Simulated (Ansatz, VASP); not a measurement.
**KBr in VASP and in Ansatz**

File INCAR:

```
SYSTEM = KBr
PREC = Accurate ; ENCUT = 500
EDIFF = 1E-6 ; ISMEAR = -1
SIGMA = 0.05 ; LREAL = .False.
LASPH = .True. ; NELM = 120
ALGO = Normal ; ISIF = 2
LWAVE = .False. ; LCHARG = .False.
GGA = LIBXC ; LIBXC1 = GGA_X_B88
LIBXC2 = GGA_C_PBE ; NBANDS = 15
GGA_COMPAT = .False.
```

File KPOINTS:

```
regular mesh
0
Gamma
  7 7 7
  0 0 0
```

POSCAR

```
KBr
1.0
    0.0000000000      3.3000000000      3.3000000000
    3.3000000000      0.0000000000      3.3000000000
    3.3000000000      3.3000000000      0.0000000000
Br K
1 1
Direct
    0.5000000000      0.5000000000      0.5000000000
    0.0000000000      0.0000000000      0.0000000000
```

input.yaml

```yaml
crystal:
  lattice:
    - [0.0, 3.3, 3.3]
    - [3.3, 0.0, 3.3]
    - [3.3, 3.3, 0.0]
  atoms:
    - { symbol: Br, position: [0.5, 0.5, 0.5] }
    - { symbol: K, position: [0.0, 0.0, 0.0] }
hamiltonian:
  xc: { exchange: b88, correlation: pbe }
  pseudopotentials: { kind: paw }
kpoints:
  mp_grid: { grid: [7, 7, 7] }
  band_path:
    path:
      - [[0.0, 0.0, 0.0], [0.5, 0.0, 0.5], [0.5, 0.25, 0.75], [0.375, 0.375, 0.75], [0.0, 0.0, 0.0], [0.5, 0.5, 0.5], [0.625, 0.25, 0.625], [0.5, 0.25, 0.75], [0.5, 0.5, 0.5], [0.375, 0.375, 0.75]]
      - [[0.625, 0.25, 0.625], [0.5, 0.0, 0.5]]
    npoints: 14
scf:
  occupations: { method: fermi_dirac, width: 0.05 }
  n_extra_bands: 6
output:
  forces: true
  stress: true
  eigenvalues: true
  fatbands: true
```

Alike in both runs: functional b88 exchange, pbe correlation; k mesh 7 × 7 × 7; occupations fermi-dirac, width 0.05 eV; no spin polarisation.

```csv
,VASP,Ansatz
version,VASP 6.6.1,Ansatz 0.2.0
potentials or method,"VASP PAW PBE potentials, release 64 (Br, K_sv)",Ansatz PAW
plane-wave cutoff (eV),500,420
valence electrons in the cell,16,16
task,single point,band structure
```

|  | VASP | Ansatz | Ansatz less VASP |
| --- | --- | --- | --- |
| gap on the k mesh at the Fermi level (eV) | 4.59 | 4.59 | 0.000 |
| least direct gap on the mesh (eV) | 4.59 | 4.59 | 0.000 |
| pressure (GPa) | 1.1 | 1.1 | -0.03 |

VASP's potentials were made for PBE, not for b88 exchange, pbe correlation.
